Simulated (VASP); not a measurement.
Crystal: Pt.

```
CELL_PARAMETERS angstrom
-1.58422 1.58422 1.58422
1.58422 -1.58422 1.58422
1.58422 1.58422 -1.58422
ATOMIC_POSITIONS crystal
Pt 0.00000 0.00000 0.00000
```

```yaml
Program: VASP 6.6.1
Task: relaxation of cell and atoms
Functional: revPBE
Dispersion: D3(BJ)
Potentials_or_basis: VASP PAW PBE potentials, release 64 (Pt)
Cutoff: 600 eV
k_mesh: 12 × 12 × 12
Occupations: fermi-dirac, width 0.05 eV
Spin: no spin polarisation
```

At the start: pressure -13.6 GPa; volume 15.90 Å³/atom.

**Question.** How do energy, volume and symmetry change on relaxing?

**Answer.** Over 7 steps the energy falls by 39.4 meV/atom and the volume is 15.03 Å³/atom (-5.5 %); space group Im-3m (No. 229, to 0.05 Å).

Step by step:
| step | energy change (eV) | largest force (eV/Å) | pressure (GPa) | volume (Å³) |
| --- | --- | --- | --- | --- |
| 1 | 0.0000 | 0.0000 | -13.58 | 15.90 |
| 2 | 0.2871 | 0.0000 | 59.97 | 13.00 |
| 3 | -0.0393 | 0.0000 | -0.80 | 15.07 |
| 4 | -0.0394 | 0.0000 | -0.19 | 15.04 |
| 5 | -0.0394 | 0.0000 | 0.13 | 15.02 |
| 6 | -0.0394 | 0.0000 | -0.27 | 15.05 |
| 7 | -0.0394 | 0.0000 | -0.01 | 15.03 |

Final structure:
```cif
data_structure
_symmetry_space_group_name_H-M 'P 1'
_symmetry_Int_Tables_number 1
_cell_length_a 2.6928
_cell_length_b 2.6928
_cell_length_c 2.6928
_cell_angle_alpha 109.471
_cell_angle_beta 109.471
_cell_angle_gamma 109.471
_cell_volume 15.03
loop_
_atom_site_label
_atom_site_type_symbol
_atom_site_fract_x
_atom_site_fract_y
_atom_site_fract_z
_atom_site_occupancy
Pt1 Pt 0.00000 0.00000 0.00000 1
```

Caveat: the PAW data sets were made with another functional, which shifts forces and pressure a little; pairwise dispersion overbinds metals, which lowers pressure and volume.
